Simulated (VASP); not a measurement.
The system is AlCo.

```
Al Co
1.0
     5.12296    0.00000    0.00000
    -2.56148    4.43662    0.00000
     0.00000    0.00000    3.81859
Al Co
3 3
Direct
  0.50000 0.00000 0.00000
  0.50000 0.50000 0.00000
  0.00000 0.50000 0.00000
  0.00000 0.00000 0.00000
  0.33333 0.66667 0.50000
  0.66667 0.33333 0.50000
```

| Property | Result |
| --- | --- |
| Program | VASP 6.6.1 |
| Task | relaxation of cell and atoms |
| Functional | PBE |
| Potentials or basis | VASP PAW PBE potentials, release 64 (Al, Co) |
| Cutoff | 600 eV |
| k mesh | 12 × 12 × 10 |
| Occupations | gaussian, width 0.1 eV |
| Spin | no spin polarisation |

At the start: pressure 0.3 GPa; volume 14.47 Å³/atom.

Question: How do energy, volume and symmetry change on relaxing?

Answer: Over 9 steps the energy falls by 16.5 meV/atom and the volume is 14.47 Å³/atom (+0.1 %); space group P6/mmm (No. 191, to 0.1 Å) before and after.

Step by step:
```csv
step,energy change (eV),largest force (eV/Å),pressure (GPa),volume (Å³)
1,0.0000,0.0000,0.29,86.79
2,-0.0984,0.0000,-0.31,87.12
3,-0.0984,0.0000,-0.32,87.11
4,-0.0986,0.0000,-0.27,86.98
5,-0.0986,0.0000,-0.12,86.89
6,-0.0988,0.0000,-0.11,86.92
7,-0.0988,0.0000,-0.20,86.93
8,-0.0988,0.0000,0.18,86.73
9,-0.0988,0.0000,0.00,86.84
```

Final structure:
```
Al Co
1.0
     5.12975    0.00000    0.00000
    -2.56488    4.44249    0.00000
     0.00000    0.00000    3.81071
Al Co
3 3
Direct
  0.50000 0.00000 0.00000
  0.50000 0.50000 0.00000
  0.00000 0.50000 0.00000
  0.00000 0.00000 0.00000
  0.33333 0.66667 0.50000
  0.66667 0.33333 0.50000
```

Caveat: the run has no spin polarisation, though such a crystal can be magnetic.
